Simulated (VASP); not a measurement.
# Te (P3_121) in VASP: a series of runs

Te is run at these levels: PBE; tasks: single point.

Everything below comes from runs of VASP 6.6.1. Logs are shortened: lines on timing, memory, paths and dates and some standing lists are left out, and cuts for length are marked.

**1. The cell of the first run**

Symmetry: P3_121, No. 152, trigonal system. Conventional cell: a = 4.530 Å, b = 4.530 Å, c = 5.937 Å, α = 90.00°, β = 90.00°, γ = 120.00°. Te (site symmetry 2) has 6 Te at 2.89 to 3.51 Å within 3.8 Å.

**2. Single point, PBE**

The input, INCAR:

```
PREC = Accurate ; ENCUT = 520
EDIFF = 1E-7 ; ISMEAR = -1
SIGMA = 0.05 ; LREAL = False
LASPH = True ; NELM = 60
ALGO = Normal ; ISIF = 2
LWAVE = False ; LCHARG = False
GGA = PE ; NBANDS = 16
```

The input, KPOINTS:

```
regular mesh
0
Gamma
  9 9 6
```

The input, POSCAR:

```
Te
1.0
    4.5302708278      0.0000000000      0.0000000000
   -2.2651354139      3.9233296229      0.0000000000
    0.0000000000      0.0000000000      5.9374277250
Te
3
Direct
    0.2684005468      1.0000000000      0.3333333333
    0.0000000000      0.2684005468      0.6666666667
    0.7315994532      0.7315994532      0.0000000000
```

Potentials or basis: VASP PAW PBE potentials, release 64 (Te).

The run is started by

```sh
cat potpaw_PBE.64/Te/POTCAR > POTCAR
mpirun -np 1 vasp_std > vasp.out
```

OUTCAR:

```text
PREC = Accurate
   ENCUT = 520
   EDIFF = 1E-7
   ISMEAR = -1
   LREAL = False
   LASPH = True
   NELM = 60
   ISIF = 2
   GGA = PE

 ion  position               nearest neighbor table
   1  0.268  0.000  0.333-   3 2.89   2 2.89   3 3.51   3 3.51   2 3.51   2 3.51
   2  0.000  0.268  0.667-   3 2.89   1 2.89   3 3.51   3 3.51   1 3.51   1 3.51
   3  0.732  0.732  0.000-   1 2.89   2 2.89   1 3.51   2 3.51   2 3.51   1 3.51

  LATTYP: Found a hexagonal cell.
 ALAT       =     4.5302708278
 C/A-ratio  =     1.3106120916

  Lattice vectors:

 A1 = (   4.5302708278,   0.0000000000,   0.0000000000)
 A2 = (  -2.2651354139,   3.9233296229,   0.0000000000)
 A3 = (   0.0000000000,   0.0000000000,   5.9374277250)

Analysis of symmetry for initial positions (statically):
=====================================================================
 Subroutine PRICEL returns:
 Original cell was already a primitive cell.

 Routine SETGRP: Setting up the symmetry group for a
 hexagonal supercell.

 Subroutine GETGRP returns: Found  6 space group operations
 (whereof  2 operations were pure point group operations)
 out of a pool of 24 trial point group operations.

The static configuration has the point symmetry C_2 .
 The point group associated with its full space group is D_3 .

Analysis of symmetry for dynamics (positions and initial velocities):
=====================================================================
 Subroutine PRICEL returns:
 Original cell was already a primitive cell.

 Routine SETGRP: Setting up the symmetry group for a
 hexagonal supercell.

 Subroutine GETGRP returns: Found  6 space group operations
 (whereof  2 operations were pure point group operations)
 out of a pool of 24 trial point group operations.

The dynamic configuration has the point symmetry C_2 .
 The point group associated with its full space group is D_3 .

 Subroutine INISYM returns: Found  6 space group operations
 (whereof  2 operations are pure point group operations),
 and found     1 'primitive' translations

----------------------------------------------------------------------------------------

                                     Primitive cell

  volume of cell :     105.5303

  direct lattice vectors                    reciprocal lattice vectors
     4.530270828  0.000000000  0.000000000     0.220737355  0.127442771  0.000000000
    -2.265135414  3.923329623  0.000000000     0.000000000  0.254885543  0.000000000
     0.000000000  0.000000000  5.937427725     0.000000000  0.000000000  0.168423103

  length of vectors
     4.530270828  4.530270828  5.937427725     0.254885543  0.254885543  0.168423103

  position of ions in fractional coordinates (direct lattice)
     0.268400547  0.000000000  0.333333333
     0.000000000  0.268400547  0.666666667
     0.731599453  0.731599453  0.000000000

  ion indices of the primitive-cell ions
   primitive index   ion index
                 1           1
                 2           2
                 3           3

----------------------------------------------------------------------------------------

 KPOINTS: regular mesh

Automatic generation of k-mesh.
 Grid dimensions read from file:
 generate k-points for:    9    9    6

 Generating k-lattice:

  Cartesian coordinates                     Fractional coordinates (reciprocal lattice)
     0.024526373  0.014160308  0.000000000     0.111111111  0.000000000  0.000000000
     0.000000000  0.028320616  0.000000000     0.000000000  0.111111111  0.000000000
     0.000000000  0.000000000  0.028070517     0.000000000  0.000000000  0.166666667

  Length of vectors
     0.028320616  0.028320616  0.028070517

  Shift w.r.t. Gamma in fractional coordinates (k-lattice)
     0.000000000  0.000000000  0.000000000

 Subroutine IBZKPT returns following result:
 ===========================================

 Found     62 irreducible k-points:

 Following reciprocal coordinates:
            Coordinates               Weight
  0.000000  0.000000  0.000000      1.000000
  0.111111  0.000000  0.000000      6.000000
  0.222222  0.000000  0.000000      6.000000
  0.333333  0.000000  0.000000      6.000000
  0.444444  0.000000  0.000000      6.000000
  0.111111  0.111111  0.000000      6.000000
[... 16 lines left out ...]
  0.222222  0.111111  0.166667     12.000000
 -0.111111  0.333333  0.166667     12.000000
 [... further k-points ...]
   k-points           NKPTS =     62   k-points in BZ     NKDIM =     62   number of bands    NBANDS=     16
   number of dos      NEDOS =    301   number of ions     NIONS =      3
   total plane-waves  NPLWV =  62208
   dimension x,y,z NGX =    36 NGY =   36 NGZ =   48
   dimension x,y,z NGXF=    72 NGYF=   72 NGZF=   96
   ions per type =               3
   NGX,Y,Z   is equivalent  to a cutoff of  13.21, 13.21, 13.44 a.u.
   NGXF,Y,Z  is equivalent  to a cutoff of  26.42, 26.42, 26.88 a.u.
 SYSTEM =  unknown system
   PREC   = accura    normal or accurate (medium, high low for compatibility)
   ISTART =      0    job   : 0-new  1-cont  2-samecut
   ICHARG =      2    charge: 1-file 2-atom 10-const
   ISPIN  =      1    spin polarized calculation?
   LNONCOLLINEAR =      F non collinear calculations
   LSORBIT =      F    spin-orbit coupling
   LASPH  =      T    aspherical Exc in radial PAW
   ENCUT  =  520.0 eV  38.22 Ry    6.18 a.u.   8.42  8.42 11.04*2*pi/ulx,y,z
   NELM   =     60;   NELMIN=  2; NELMDL= -5     # of ELM steps
   EDIFF  = 0.1E-06   stopping-criterion for ELM
   LREAL  =      F    real-space projection
   EDIFFG = 0.1E-05   stopping-criterion for IOM
   NSW    =      0    number of steps for IOM
   IBRION =     -1    ionic relax: 0-MD 1-quasi-New 2-CG
   NFREE  =      0    steps in history (QN), initial steepest desc. (CG)
   ISIF   =      2    stress and relaxation
   ISYM   =      2    0-nonsym 1-usesym 2-fastsym
   POTIM  = 0.5000    time-step for ionic-motion
   TEBEG  =    0.0;   TEEND  =   0.0 temperature during run
   PSTRESS=    0.0 pullay stress
   NELECT =      18.0000    total number of electrons
   NUPDOWN=      -1.0000    fix difference up-down
   EMIN   =  10.00;   EMAX   =-10.00  energy-range for DOS
   EFERMI =   0.00;   METHOD = LEGACY
   ISMEAR =    -1;   SIGMA  =   0.05  broadening in eV -4-tet -1-fermi 0-gaus
   EFERMI_NEDOS =   21; number of points for ismear=-14 and -15
   IALGO  =     38    algorithm
   IMIX   =      4    mixing-type and parameters
     AMIX     =   0.40;   BMIX     =  1.00
     AMIX_MAG =   1.60;   BMIX_MAG =  1.00
  volume/ion in A,a.u.               =      35.18       237.38
  Fermi-wavevector in a.u.,A,eV,Ry     =   0.907904  1.715690 11.215140  0.824290
  Thomas-Fermi vector in A             =   2.031767
   LORBIT       =      0    0 simple, 1 ext, 2 COOP (PROOUT), +10 PAW based schemes
   GGA     = PE    functional components
   LHFCALC =     F    Hartree Fock is set to
   AEXX    =    0.0000 exact exchange contribution
   IVDW    =     0    specifies the selected vdW correction
   LEPSILON=     F    determine dielectric tensor
   LRPA    =     F    only Hartree local field effects (RPA)
 non-spin polarized calculation
  energy-cutoff  :      520.00
  volume of cell :      105.53
 maximum number of plane-waves:      2902
 NGX is ok and might be reduce to    36
   NGX = 17   NGY = 17   NGZ = 23

 number of electron      17.9999999 magnetization

 Free energy of the ion-electron system (eV)
  ---------------------------------------------------
  ext. energy  EPLUGINS =         0.00000000
  ---------------------------------------------------
  free energy    TOTEN  =        -9.43144614 eV

  energy without entropy =       -9.43099852  energy(sigma->0) =       -9.43122233

 E-fermi :   5.6450     XC(G=0):  -8.9101

 val. band max:        5.4979888910   @ k =   0.3333   0.3333   0.5000
 cond. band min:       5.7401070713   @ k =   0.3333   0.3333   0.5000
 fundamental gap:      0.2421181804
 Fermi energy:         5.6450218145

 k-point     1 :       0.0000    0.0000    0.0000
  band No.  band energies     occupation
      1      -7.8631      2.00000
      2      -4.6933      2.00000
      3      -4.6933      2.00000
      4       2.5086      2.00000
      5       2.7782      2.00000
      6       2.7782      2.00000
[... 8 lines left out ...]
     15      11.3866      0.00000
     16      11.8186      0.00000

 k-point     2 :       0.1111    0.0000    0.0000
  band No.  band energies     occupation
      1      -7.7851      2.00000
      2      -4.7230      2.00000
      3      -4.6766      2.00000
      4       1.9401      2.00000
      5       2.3965      2.00000
      6       2.6296      2.00000
[... 8 lines left out ...]
     15      11.5821      0.00000
     16      11.8612      0.00000

 k-point     3 :       0.2222    0.0000    0.0000
  band No.  band energies     occupation
      1      -7.5622      2.00000
      2      -4.8443      2.00000
      3      -4.6304      2.00000
      4       1.2285      2.00000
      5       1.8791      2.00000
      6       2.2993      2.00000
[... 8 lines left out ...]
     15      11.8168      0.00000
     16      12.4452      0.00000

 k-point     4 :       0.3333    0.0000    0.0000
  band No.  band energies     occupation
      1      -7.2391      2.00000
      2      -5.0933      2.00000
      3      -4.5720      2.00000
      4       0.8955      2.00000
      5       1.4761      2.00000
      6       2.0265      2.00000
[... 8 lines left out ...]
     15      12.5251      0.00000
     16      13.3710      0.00000
[... 324 lines left out ...]
 k-point    22 :       0.1111    0.1111    0.1667
  band No.  band energies     occupation
      1      -7.5407      2.00000
      2      -5.4953      2.00000
      3      -3.9918      2.00000
      4       1.5330      2.00000
      5       1.8040      2.00000
      6       2.6579      2.00000
[... 8 lines left out ...]
     15      11.7537      0.00000
     16      11.9868      0.00000

 k-point    23 :       0.2222    0.1111    0.1667
  band No.  band energies     occupation
      1      -7.2746      2.00000
      2      -5.4041      2.00000
      3      -4.2828      2.00000
      4       1.1702      2.00000
      5       1.5723      2.00000
      6       2.5161      2.00000
[... 8 lines left out ...]
     15      12.1987      0.00000
     16      12.4705      0.00000

 k-point    24 :      -0.1111    0.3333    0.1667
  band No.  band energies     occupation
      1      -7.2667      2.00000
      2      -5.4783      2.00000
      3      -4.1673      2.00000
      4       0.8936      2.00000
      5       1.4322      2.00000
      6       2.2948      2.00000
[... 8 lines left out ...]
     15      12.6300      0.00000
     16      13.1181      0.00000

 [... further k-points ...]
[... 5 lines left out ...]
  --------------------------------------------------------------------------------------
  -------------------------------------------------------------------------------------
  Total       -0.0433704     -0.0433704      0.0383921     -0.0000000      0.0000000      0.0000000
  in kB       -0.6584553     -0.6584553      0.5828742     -0.0000000      0.0000000      0.0000000
  external PRESSURE =      -0.2446788 kB  Pullay stress =       0.0000000 kB

 VOLUME and BASIS-vectors are now :
 -----------------------------------------------------------------------------
  energy-cutoff  :      520.00
  volume of cell :      105.53
      direct lattice vectors                 reciprocal lattice vectors
     4.530270828  0.000000000  0.000000000     0.220737355  0.127442771  0.000000000
    -2.265135414  3.923329623  0.000000000     0.000000000  0.254885543  0.000000000
     0.000000000  0.000000000  5.937427725     0.000000000  0.000000000  0.168423103

 POSITION                                       TOTAL-FORCE (eV/Angst)
 -----------------------------------------------------------------------------------
      1.21593      0.00000      1.97914        -0.002536      0.000000     -0.000000
     -0.60796      1.05302      3.95829         0.001268     -0.002196      0.000000
      1.65717      2.87031      0.00000         0.001268      0.002196     -0.000000
 -----------------------------------------------------------------------------------
    total drift:                                0.000000     -0.000000      0.000000

  FREE ENERGIE OF THE ION-ELECTRON SYSTEM (eV)
  ---------------------------------------------------
  free  energy   TOTEN  =        -9.4314461442 eV

  energy  without entropy=       -9.4309985220  energy(sigma->0) =       -9.43122233
```

Run time: 1.9 min. Hardware: 1 thread of Intel Xeon 8259CL, shared host; peak memory 0.28 GiB.

Results:

| Property | Result |
| --- | --- |
| Free energy | -9.4314 eV |
| Pressure | 0.0 GPa |
| Band gap on the k mesh | 0.24 eV |

Forces on the atoms (eV/Å):
```
Te  -0.003  0.000  0.000
Te   0.001 -0.002  0.000
Te   0.001  0.002  0.000
```

Levels at points of the mesh, in eV from the valence-band top:
```
           k point  band 7  band 8  band 9  band 10  band 11  band 12
(0.00, 0.00, 0.00)   -1.62   -1.62   -0.80     1.00     1.00     1.53
(0.00, 0.00, 0.50)   -1.26   -1.02   -1.02     0.46     0.46     0.50
```

Caveat: spin-orbit coupling is left out, which moves the levels of the heavy elements; an odd mesh through Γ misses points on the zone boundary, where band edges can lie.

(Part 1 of 2 ends here.)
